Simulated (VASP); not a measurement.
Runs of VASP 6.6.1 on Sn. The structure is that of space group I4/mmm (No. 139), or close to it. The cells are those of the table. 

```tsv
task	level	potentials or basis	cell	k mesh	cutoff (eV)	smearing	gap on the mesh (eV)	pressure (GPa)
single point	LDA	VASP PAW LDA potentials, release 64 (Sn_d)	a = 3.406 Å, angles 119.1, 117.2, 93.3°, 1 atom	11 × 11 × 11	520	fermi-dirac 0.05 eV	none	-4.7
relaxation of cell and atoms	LDA	VASP PAW LDA potentials, release 64 (Sn_d)	relaxed from a = 3.406 Å, angles 119.1, 117.2, 93.3°, 1 atom	11 × 11 × 11	600	fermi-dirac 0.05 eV	none	0.0
single point	PBE	VASP PAW PBE potentials, release 64 (Sn_d)	a = 3.406 Å, angles 119.1, 117.2, 93.3°, 1 atom	16 × 16 × 16	520	fermi-dirac 0.05 eV	none	-1.1
single point	PBE+D4	VASP PAW PBE potentials, release 64 (Sn_d)	a = 3.338 Å, angles 118.7, 118.7, 92.3°, 1 atom	11 × 11 × 11	520	fermi-dirac 0.05 eV	none	0.0
single point	PBE	VASP PAW PBE potentials, release 64 (Sn_d)	a = 3.406 Å, angles 119.1, 117.2, 93.3°, 1 atom	11 × 11 × 11	520	gaussian 0.013 eV	none	-1.1
single point	LDA	VASP PAW LDA potentials, release 64 (Sn_d)	a = 3.473 Å, angles 119.1, 117.2, 93.3°, 1 atom	11 × 11 × 11	520	fermi-dirac 0.05 eV	none	-6.6
single point	PBE	VASP PAW PBE potentials, release 64 (Sn_d)	a = 3.406 Å, angles 119.1, 117.2, 93.3°, 1 atom	11 × 11 × 11	520	gaussian 0.018 eV	none	-1.1
single point	PBEsol	VASP PAW PBE potentials, release 64 (Sn_d)	a = 3.328 Å, angles 118.7, 118.7, 92.3°, 1 atom	11 × 11 × 11	520	fermi-dirac 0.05 eV	none	-0.1
single point	PBEsol	VASP PAW PBE potentials, release 64 (Sn_d)	a = 3.406 Å, angles 119.1, 117.2, 93.3°, 1 atom	8 × 8 × 8	520	methfessel-paxton 0.1 eV	none	(a)
single point	LDA	VASP PAW LDA potentials, release 64 (Sn_d)	a = 3.383 Å, angles 119.1, 117.2, 93.3°, 1 atom	11 × 11 × 11	520	fermi-dirac 0.05 eV	none	-4.1
single point	PBEsol+D4	VASP PAW PBE potentials, release 64 (Sn_d)	a = 3.298 Å, angles 118.6, 118.6, 92.4°, 1 atom	11 × 11 × 11	520	fermi-dirac 0.05 eV	none	-0.1
single point	PBEsol	VASP PAW PBE potentials, release 64 (Sn_d)	a = 3.473 Å, angles 119.1, 117.2, 93.3°, 1 atom	11 × 11 × 11	520	fermi-dirac 0.05 eV	none	(b)
```

Alike in all rows: no spin polarisation.

Problem. Fill in the values left out.

Solution. (a) -3.8; (b) -5.6.

Caveats: spin-orbit coupling is left out, which moves the levels of the heavy elements; the PAW data sets were made with another functional, which shifts forces and pressure a little (some runs); pairwise dispersion overbinds metals, which lowers pressure and volume (some runs).

A k mesh can miss the band edges, and the runs leave out spin-orbit coupling on Sn.

A gap of «none» marks levels without a gap at the run's occupations.
